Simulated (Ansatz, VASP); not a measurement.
## BN in VASP and in Ansatz

```
B N
1.0
     2.54959    0.00000    0.00000
    -1.27480    2.20801    0.00000
     0.00000    0.00000    6.24525
B N
3 3
Direct
  0.00000 0.00000 0.00000
  0.33333 0.66667 0.33333
  0.66667 0.33333 0.66667
  0.00000 0.00000 0.25000
  0.33333 0.66667 0.58333
  0.66667 0.33333 0.91667
```

Alike in both runs: functional PBEsol; k mesh 12 × 12 × 4; occupations gaussian, width 0.02 eV; no spin polarisation.

Ansatz relaxed the structure, and its values are those at the end. VASP's run is a single point on that final structure, the one shown.

```csv
,VASP,Ansatz
version,VASP 6.6.1,Ansatz 0.2.0
potentials or method,"VASP PAW PBE potentials, release 64 (B, N), cutoff 520 eV","scalar-relativistic, plane waves, PAW"
valence electrons in the cell,24,24
```

|  | VASP | Ansatz | Ansatz less VASP |
| --- | --- | --- | --- |
| gap on the k mesh at the Fermi level (eV) | 4.28 | 4.30 | +0.013 |
| least direct gap on the mesh (eV) | 6.74 | 6.75 | +0.011 |
| pressure (GPa) | 0.6 | 0.0 | -0.63 |

VASP's potentials were made for PBE, not for PBEsol. With one functional, cell and mesh, what is left measures potentials, basis and numerics.
